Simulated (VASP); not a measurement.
# Sr (P6_3/mmc) in VASP: electric field gradients with r2SCAN

Aim: the electric field gradients of Sr with r2SCAN.

All numbers are computed with VASP 6.6.1; they aren't measurements. Logs are shortened: lines on timing, memory, paths and dates and some standing lists are left out, and cuts for length are marked.

**1. The cell of the first run**

The structure is hexagonal, space group P6_3/mmc (No. 194). Conventional cell: a = 4.358 Å, b = 4.358 Å, c = 7.137 Å, α = 90.00°, β = 90.00°, γ = 120.00°. Within 5.7 Å of Sr (site symmetry -6m2) lie 12 Sr at 4.36 to 4.37 Å.

This isn't the form of Sr at room conditions, which is fcc.

**2. Electric field gradients, r2SCAN (58.69 Å³/atom)**

POSCAR

```
Sr
1.0
    4.3577997119      0.0000000000      0.0000000000
   -2.1788998560      3.7739652551      0.0000000000
    0.0000000000      0.0000000000      7.1372591804
Sr
2
Direct
    0.3333333333      0.6666666667      0.2500000000
    0.6666666667      0.3333333333      0.7500000000
```

INCAR.step1

```
SYSTEM = Sr
  PREC = Accurate
  ENCUT = 520
  ISMEAR = -1
  SIGMA = 0.05
  LREAL = .FALSE.
  LASPH = .TRUE.
  NELM = 60
  NBANDS = 17
  GGA = PE
  ALGO = Normal
  EDIFF = 1E-4
  LWAVE = .TRUE.
  LCHARG = .FALSE.
```

INCAR.step2

```
SYSTEM = Sr
  PREC = Accurate
  ENCUT = 520
  EDIFF = 1E-8
  ISMEAR = -1
  SIGMA = 0.05
  LREAL = .FALSE.
  LASPH = .TRUE.
  NELM = 60
  ALGO = Normal
  ISIF = 2
  LWAVE = .FALSE.
  LCHARG = .FALSE.
  METAGGA = R2SCAN
  LMIXTAU = .TRUE.
  LEFG = .TRUE.
  NBANDS = 17
  ISTART = 1
```

KPOINTS

```
Automatic mesh
0
G
  11 11 6
  0 0 0
```

Potentials or basis: VASP PAW PBE potentials, release 64 (Sr_sv).

The run is started by

```bash
$ cat potpaw_PBE.64/Sr_sv/POTCAR > POTCAR
$ cp INCAR.step1 INCAR
$ mpirun -np 1 vasp_std > vasp.out
$ cp INCAR.step2 INCAR
$ mpirun -np 1 vasp_std > vasp.out
```

OUTCAR:

```text
SYSTEM = Sr
   PREC = Accurate
   ENCUT = 520
   EDIFF = 1E-8
   ISMEAR = -1
   LREAL = .FALSE.
   LASPH = .TRUE.
   NELM = 60
   ISIF = 2
   METAGGA = R2SCAN
   ISTART = 1

 ion  position               nearest neighbor table
   1  0.333  0.667  0.250-   2 4.37   2 4.37   2 4.37   2 4.37   2 4.37   2 4.37
   2  0.667  0.333  0.750-   1 4.37   1 4.37   1 4.37   1 4.37   1 4.37   1 4.37

  LATTYP: Found a hexagonal cell.
 ALAT       =     4.3577997119
 C/A-ratio  =     1.6378125780

  Lattice vectors:

 A1 = (   4.3577997119,   0.0000000000,   0.0000000000)
 A2 = (  -2.1788998560,   3.7739652551,   0.0000000000)
 A3 = (   0.0000000000,   0.0000000000,   7.1372591804)

Analysis of symmetry for initial positions (statically):
=====================================================================
 Subroutine PRICEL returns:
 Original cell was already a primitive cell.

 Routine SETGRP: Setting up the symmetry group for a
 hexagonal supercell.

 Subroutine GETGRP returns: Found 24 space group operations
 (whereof 12 operations were pure point group operations)
 out of a pool of 24 trial point group operations.

The static configuration has the point symmetry D_3d.
 The point group associated with its full space group is D_6h.

Analysis of symmetry for dynamics (positions and initial velocities):
=====================================================================
 Subroutine PRICEL returns:
 Original cell was already a primitive cell.

 Routine SETGRP: Setting up the symmetry group for a
 hexagonal supercell.

 Subroutine GETGRP returns: Found 24 space group operations
 (whereof 12 operations were pure point group operations)
 out of a pool of 24 trial point group operations.

The dynamic configuration has the point symmetry D_3d.
 The point group associated with its full space group is D_6h.

 Subroutine INISYM returns: Found 24 space group operations
 (whereof 12 operations are pure point group operations),
 and found     1 'primitive' translations

----------------------------------------------------------------------------------------

                                     Primitive cell

  volume of cell :     117.3807

  direct lattice vectors                    reciprocal lattice vectors
     4.357799712  0.000000000  0.000000000     0.229473603  0.132486646  0.000000000
    -2.178899856  3.773965255  0.000000000     0.000000000  0.264973293  0.000000000
     0.000000000  0.000000000  7.137259180     0.000000000  0.000000000  0.140109806

  length of vectors
     4.357799712  4.357799712  7.137259180     0.264973293  0.264973293  0.140109806

  position of ions in fractional coordinates (direct lattice)
     0.333333333  0.666666667  0.250000000
     0.666666667  0.333333333  0.750000000

  ion indices of the primitive-cell ions
   primitive index   ion index
                 1           1
                 2           2

----------------------------------------------------------------------------------------

 KPOINTS: Automatic mesh

Automatic generation of k-mesh.
 Grid dimensions read from file:
 generate k-points for:   11   11    6

 Generating k-lattice:

  Cartesian coordinates                     Fractional coordinates (reciprocal lattice)
     0.020861237  0.012044241  0.000000000     0.090909091 -0.000000000  0.000000000
     0.000000000  0.024088481  0.000000000     0.000000000  0.090909091  0.000000000
     0.000000000  0.000000000  0.023351634     0.000000000  0.000000000  0.166666667

  Length of vectors
     0.024088481  0.024088481  0.023351634

  Shift w.r.t. Gamma in fractional coordinates (k-lattice)
     0.000000000  0.000000000  0.000000000

 Subroutine IBZKPT returns following result:
 ===========================================

 Found     64 irreducible k-points:

 Following reciprocal coordinates:
            Coordinates               Weight
  0.000000  0.000000  0.000000      1.000000
  0.090909 -0.000000  0.000000      6.000000
  0.181818  0.000000  0.000000      6.000000
  0.272727  0.000000  0.000000      6.000000
  0.363636 -0.000000  0.000000      6.000000
  0.454545 -0.000000  0.000000      6.000000
[... 16 lines left out ...]
  0.090909  0.090909  0.166667     12.000000
  0.181818  0.090909  0.166667     24.000000
 [... further k-points ...]
   k-points           NKPTS =     64   k-points in BZ     NKDIM =     64   number of bands    NBANDS=     17
   number of dos      NEDOS =    301   number of ions     NIONS =      2
   total plane-waves  NPLWV =  55296
   dimension x,y,z NGX =    32 NGY =   32 NGZ =   54
   dimension x,y,z NGXF=    64 NGYF=   64 NGZF=  108
   ions per type =               2
   NGX,Y,Z   is equivalent  to a cutoff of  12.21, 12.21, 12.58 a.u.
   NGXF,Y,Z  is equivalent  to a cutoff of  24.42, 24.42, 25.16 a.u.
 SYSTEM =  Sr
   PREC   = accura    normal or accurate (medium, high low for compatibility)
   ISTART =      1    job   : 0-new  1-cont  2-samecut
   ICHARG =      0    charge: 1-file 2-atom 10-const
   ISPIN  =      1    spin polarized calculation?
   LNONCOLLINEAR =      F non collinear calculations
   LSORBIT =      F    spin-orbit coupling
   LASPH  =      T    aspherical Exc in radial PAW
   ENCUT  =  520.0 eV  38.22 Ry    6.18 a.u.   8.10  8.10 13.27*2*pi/ulx,y,z
   NELM   =     60;   NELMIN=  2; NELMDL=  0     # of ELM steps
   EDIFF  = 0.1E-07   stopping-criterion for ELM
   LREAL  =      F    real-space projection
   EDIFFG = 0.1E-06   stopping-criterion for IOM
   NSW    =      0    number of steps for IOM
   IBRION =     -1    ionic relax: 0-MD 1-quasi-New 2-CG
   NFREE  =      0    steps in history (QN), initial steepest desc. (CG)
   ISIF   =      2    stress and relaxation
   ISYM   =      2    0-nonsym 1-usesym 2-fastsym
   POTIM  = 0.5000    time-step for ionic-motion
   TEBEG  =    0.0;   TEEND  =   0.0 temperature during run
   PSTRESS=    0.0 pullay stress
   NELECT =      20.0000    total number of electrons
   NUPDOWN=      -1.0000    fix difference up-down
   EMIN   =  10.00;   EMAX   =-10.00  energy-range for DOS
   EFERMI =   0.00;   METHOD = LEGACY
   ISMEAR =    -1;   SIGMA  =   0.05  broadening in eV -4-tet -1-fermi 0-gaus
   EFERMI_NEDOS =   21; number of points for ismear=-14 and -15
   IALGO  =     38    algorithm
   IMIX   =      4    mixing-type and parameters
     AMIX     =   0.40;   BMIX     =  1.00
     AMIX_MAG =   1.60;   BMIX_MAG =  1.00
  volume/ion in A,a.u.               =      58.69       396.06
  Fermi-wavevector in a.u.,A,eV,Ry     =   0.907582  1.715082 11.207192  0.823705
  Thomas-Fermi vector in A             =   2.031407
   LORBIT       =      0    0 simple, 1 ext, 2 COOP (PROOUT), +10 PAW based schemes
   METAGGA = R2SCAN    functional components
   LHFCALC =     F    Hartree Fock is set to
   AEXX    =    0.0000 exact exchange contribution
   IVDW    =     0    specifies the selected vdW correction
   LEPSILON=     F    determine dielectric tensor
   LRPA    =     F    only Hartree local field effects (RPA)
 non-spin polarized calculation
  energy-cutoff  :      520.00
  volume of cell :      117.38
 maximum number of plane-waves:      3184
   NGX = 17   NGY = 17   NGZ = 27

 number of electron      20.0000000 magnetization

 Free energy of the ion-electron system (eV)
  ---------------------------------------------------
  ext. energy  EPLUGINS =         0.00000000
  ---------------------------------------------------
  free energy    TOTEN  =       -30.20040875 eV

  energy without entropy =      -30.18316372  energy(sigma->0) =      -30.19178624

 E-fermi :   1.4209     XC(G=0):  -7.5906

 val. band max:        1.4207525241   @ k =   0.2727   0.0909   0.0000
 cond. band min:       1.4543204575   @ k =   0.3636  -0.0000   0.0000
 fundamental gap:      0.0335679333
 Fermi energy:         1.4209155949

 k-point     1 :       0.0000    0.0000    0.0000
  band No.  band energies     occupation
      1     -36.7615      2.00000
      2     -36.7504      2.00000
      3     -18.1833      2.00000
      4     -18.0541      2.00000
      5     -18.0541      2.00000
      6     -18.0322      2.00000
[... 9 lines left out ...]
     16       4.3740      0.00000
     17       4.9011      0.00000
[... 441 lines left out ...]
 k-point    24 :       0.1818    0.0909    0.1667
  band No.  band energies     occupation
      1     -36.7561      2.00000
      2     -36.7488      2.00000
      3     -18.1528      2.00000
      4     -18.1040      2.00000
      5     -18.0976      2.00000
      6     -18.0696      2.00000
[... 9 lines left out ...]
     16       4.6398      0.00000
     17       4.8623      0.00000

 [... further k-points ...]

------------------------ aborting loop because EDIFF is reached ----------------------------------------

  FORCE on cell =-STRESS in cart. coord.  units (eV):
  Direction    XX          YY          ZZ          XY          YZ          ZX
  --------------------------------------------------------------------------------------
  -------------------------------------------------------------------------------------
  Total       -0.2659464     -0.2659464     -0.0948442      0.0000000     -0.0000000      0.0000000
  in kB       -3.6300118     -3.6300118     -1.2945682      0.0000000     -0.0000000      0.0000000
  external PRESSURE =      -2.8515306 kB  Pullay stress =       0.0000000 kB

 VOLUME and BASIS-vectors are now :
 -----------------------------------------------------------------------------
  energy-cutoff  :      520.00
  volume of cell :      117.38
      direct lattice vectors                 reciprocal lattice vectors
     4.357799712  0.000000000  0.000000000     0.229473603  0.132486646  0.000000000
    -2.178899856  3.773965255  0.000000000     0.000000000  0.264973293  0.000000000
     0.000000000  0.000000000  7.137259180     0.000000000  0.000000000  0.140109806

 POSITION                                       TOTAL-FORCE (eV/Angst)
 -----------------------------------------------------------------------------------
     -0.00000      2.51598      1.78431         0.000000      0.000000      0.000000
      2.17890      1.25799      5.35294        -0.000000     -0.000000      0.000000
 -----------------------------------------------------------------------------------
    total drift:                               -0.000000      0.000000     -0.000000

  FREE ENERGIE OF THE ION-ELECTRON SYSTEM (eV)
  ---------------------------------------------------
  free  energy   TOTEN  =       -30.2004087537 eV

  energy  without entropy=      -30.1831637192  energy(sigma->0) =      -30.19178624

 Electric field gradients (V/A^2)
---------------------------------------------------------------------
 ion       V_xx      V_yy      V_zz      V_xy      V_xz      V_yz
---------------------------------------------------------------------
   1       4.576     4.576    -9.152    -0.000     0.000    -0.000
   2       4.576     4.576    -9.152    -0.000    -0.000     0.000
---------------------------------------------------------------------

 Electric field gradients after diagonalization (V/A^2)
 (convention: |V_zz| > |V_xx| > |V_yy|)
----------------------------------------------------------------------
 ion       V_xx      V_yy      V_zz     asymmetry (V_yy - V_xx)/ V_zz
----------------------------------------------------------------------
   1       4.576     4.576    -9.152       0.000
   2       4.576     4.576    -9.152       0.000
----------------------------------------------------------------------

           NMR quadrupolar parameters

 Cq : quadrupolar parameter    Cq=e*Q*V_zz/h
 eta: asymmetry parameters     (V_yy - V_xx)/ V_zz
 Q  : nuclear electric quadrupole moment in mb (millibarn)
----------------------------------------------------------------------
 ion       Cq(MHz)       eta       Q (mb)
----------------------------------------------------------------------
   1      -0.022       0.000       1.000
   2      -0.022       0.000       1.000
----------------------------------------------------------------------
```

Run time: 15 min. Hardware: 1 thread of AMD EPYC 7R43 (Zen 3), shared host; peak memory 0.26 GiB.

What came out:

| Item | Value |
| --- | --- |
| Free energy | -30.2004 eV |
| Pressure | -0.3 GPa |
| Band gap on the k mesh | zero (bands 10 and 11 overlap by 0.31 eV) |
| Largest electric field gradient by atom | Sr -9.2 V/Å² |

Electric field gradients, principal values (V/Å²):
```csv
atom,least,middle,greatest (by size)
1 Sr,4.576,4.576,-9.152
2 Sr,4.576,4.576,-9.152
```

Caveat: without QUAD_EFG the Cq values of the log hold for a quadrupole moment of 1 mb, not for the nuclei; the PAW data sets were made with another functional, which shifts forces and pressure a little.
